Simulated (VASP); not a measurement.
A run of VASP 6.6.1 is set up as follows.

Contents of INCAR:

```
  PREC = Accurate
  ENCUT = 520
  EDIFF = 1E-6
  ISMEAR = -1
  SIGMA = 0.05
  LREAL = F
  LASPH = T
  NELM = 100
  ALGO = Normal
  ISIF = 2
  LWAVE = F
  LCHARG = F
  GGA = PS
  NBANDS = 16
```

KPOINTS

```
regular mesh
0
Gamma
  14 14 4
```

The input POSCAR:

```
C
1.0
    2.5228428245      0.0000000000      0.0000000000
   -1.2614214123      2.1848459758      0.0000000000
    0.0000000000      0.0000000000      7.3626399176
C
4
Direct
    1.0000000000      1.0000000000      0.2500000000
    0.0000000000      0.0000000000      0.7500000000
    0.3333333333      0.6666666667      0.2500000000
    0.6666666667      0.3333333333      0.7500000000
```

Potentials or basis: VASP PAW PBE potentials, release 64 (C).

Run with:

```console
$ cat potpaw_PBE.64/C/POTCAR > POTCAR
$ mpirun -np 1 vasp_std > vasp.out
```

What does it give for the pressure?

-17.1 GPa.

Estimate the band gap on the k mesh.

0.94 eV, direct.

Stress tensor (GPa, compression positive):
```
-25.59   0.00   0.00
  0.00 -25.59   0.00
  0.00   0.00  -0.11
```

Caveat: the PAW data sets were made with another functional, which shifts forces and pressure a little; this functional lacks dispersion, which binds the layers, so the pressure and a relaxed spacing across them are unreliable. A k mesh can miss the band edges.
